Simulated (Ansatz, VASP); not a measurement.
One calculation of TiSi2, two programs

```xyz
6
Lattice="0.0000 4.0059 4.5603 2.3287 0.0000 4.5603 2.3287 4.0059 0.0000" Properties=species:S:1:pos:R:3 pbc="T T T"
Ti    3.4930    6.0088    6.8405
Ti    2.3287    4.0059    4.5603
Si    1.1643    0.6956    2.2802
Si    1.1643    3.3103    2.2802
Si    2.3287    1.3073    4.5603
Si    2.3287    6.7044    4.5603
```

Alike in both runs: task single point; functional PBE; k mesh 14 × 14 × 14; occupations gaussian, width 0.15 eV; no spin polarisation.

|  | VASP | Ansatz |
| --- | --- | --- |
| version | VASP 6.6.1 | Ansatz 0.2.0 |
| potentials or method | VASP PAW PBE potentials, release 64 (Ti_sv, Si), cutoff 520 eV | scalar-relativistic, plane waves, PAW |
| valence electrons in the cell | 40 | 40 |

```csv
,VASP,Ansatz,Ansatz less VASP
gap on the k mesh at the Fermi level (eV),none,none,-
pressure (GPa),-0.3,-0.3,0.00
"traceless stress, the component that is largest in VASP (GPa)",-17.34,-17.35,-0.008
rms of the force components (eV/Å),0.073,0.073,+0.0002
```

Atom by atom the forces differ by 0.000 eV/Å (rms over components). A gap of «none» marks a metal or a gap that the smearing closes.
